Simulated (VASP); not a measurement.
Here is a VASP 6.6.1 calculation.

The input INCAR:

```
SYSTEM = KV2I3O13
PREC = Accurate
ENCUT = 520
EDIFF = 1E-8
ISMEAR = -1
SIGMA = 0.02
LREAL = Auto
LASPH = .TRUE.
NELM = 100
ALGO = Normal
ISIF = 2
LWAVE = .FALSE.
LCHARG = .FALSE.
GGA = PE
LEFG = .TRUE.
NBANDS = 159
```

KPOINTS

```
Automatic mesh
0
G
  4 4 4
  0 0 0
```

Contents of POSCAR:

```
KV2I3O13
1.0
   -7.0680000000      5.1005000000      4.0319000000
    7.0680000000     -5.1005000000      4.0319000000
    7.0680000000      5.1005000000     -4.0319000000
K V I O
2 4 6 26
Direct
    0.3635000000      0.7237000000      0.1398000000
    0.5839000000      0.2237000000      0.8602000000
    0.9998000000      0.3876000000      0.3552000000
    0.0324000000      0.6446000000      0.6448000000
    0.9998000000      0.1446000000      0.1122000000
    0.0324000000      0.8876000000      0.8878000000
    0.9776400000      0.0098700000      0.4677700000
    0.5421000000      0.5098700000      0.5322300000
    0.4877000000      0.7518900000      0.7533900000
    0.9985000000      0.7343100000      0.2466100000
    0.4877000000      0.2343100000      0.2358100000
    0.9985000000      0.2518900000      0.7641900000
    0.9646000000      0.1928000000      0.4674000000
    0.7254000000      0.4972000000      0.5326000000
    0.9646000000      0.9972000000      0.2718000000
    0.7254000000      0.6928000000      0.7282000000
    0.7031000000      0.8042000000      0.3989000000
    0.4053000000      0.3042000000      0.6011000000
    0.3280000000      0.5743000000      0.5591000000
    0.0152000000      0.7689000000      0.4409000000
    0.3280000000      0.2689000000      0.2537000000
    0.0152000000      0.0743000000      0.7463000000
    0.3296000000      0.8154000000      0.7078000000
    0.1076000000      0.6218000000      0.2922000000
    0.3296000000      0.1218000000      0.0142000000
    0.1076000000      0.3154000000      0.9858000000
    0.4129000000      0.6087000000      0.8810000000
    0.7277000000      0.5319000000      0.1190000000
    0.4129000000      0.0319000000      0.3042000000
    0.7277000000      0.1087000000      0.6958000000
    0.7579000000      0.2448000000      0.2047000000
    0.0401000000      0.5532000000      0.7953000000
    0.7579000000      0.0532000000      0.0131000000
    0.0401000000      0.7448000000      0.9869000000
    0.1173000000      0.3515000000      0.2658000000
    0.0857000000      0.8515000000      0.7342000000
    0.9570000000      0.4570000000      0.5000000000
    0.9570000000      0.9570000000      0.0000000000
```

Potentials or basis: VASP PAW PBE potentials, release 64 (K_sv, V_sv, I, O).

Command:

```sh
$ cat potpaw_PBE.64/K_sv/POTCAR potpaw_PBE.64/V_sv/POTCAR potpaw_PBE.64/I/POTCAR potpaw_PBE.64/O/POTCAR > POTCAR
$ mpirun -np 1 vasp_std > vasp.out
```

(1) What does it give for the band gap on the k mesh?

(2) Predict the largest force.

(3) Predict the pressure.

## Answers

(1) 1.67 eV.

(2) 1.628 eV/Å.

(3) 3.0 GPa.

Caveat: the cell stands under pressure; without QUAD_EFG the Cq values of the log hold for a quadrupole moment of 1 mb, not for the nuclei; spin-orbit coupling is left out, which moves the levels of the heavy elements; forces of over 1 eV/Å act on the atoms, so gaps and moduli don't describe the material at rest.
